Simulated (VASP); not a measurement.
NaH: single point with PBEsol

The system is NaH.

```
CELL_PARAMETERS angstrom
0.00000 2.48786 2.48786
2.48786 0.00000 2.48786
2.48786 2.48786 0.00000
ATOMIC_POSITIONS crystal
Na 0.00000 0.00000 0.00000
H 0.50000 0.50000 0.50000
```

| Property | Result |
| --- | --- |
| Program | VASP 6.6.1 |
| Task | single point |
| Functional | PBEsol |
| Potentials or basis | VASP PAW PBE potentials, release 64 (Na_pv, H) |
| Cutoff | 520 eV |
| k mesh | 9 × 9 × 9 |
| Occupations | fermi-dirac, width 0.03 eV |
| Spin | no spin polarisation |
| Dipole correction | no |
| Further INCAR settings | ALGO = Normal; EDIFF = 1e-06; NBANDS = 11 |

```yaml
Pressure: -2.2 GPa
Band_gap_on_the_k_mesh: 3.72 eV (least direct gap 4.42 eV)
```

Levels at points of the mesh, in eV from the valence-band top:
```tsv
k point	band 2	band 3	band 4	band 5	band 6	band 7
(0.00, 0.00, 0.00)	-22.09	-22.09	-3.41	9.73	14.83	14.83
```

Run time: 18 s on 1 thread of Intel Xeon 8259CL (shared host), peak memory 0.15 GiB.

Caveat: the PAW data sets were made with another functional, which shifts forces and pressure a little; an odd mesh through Γ misses points on the zone boundary, where band edges can lie.
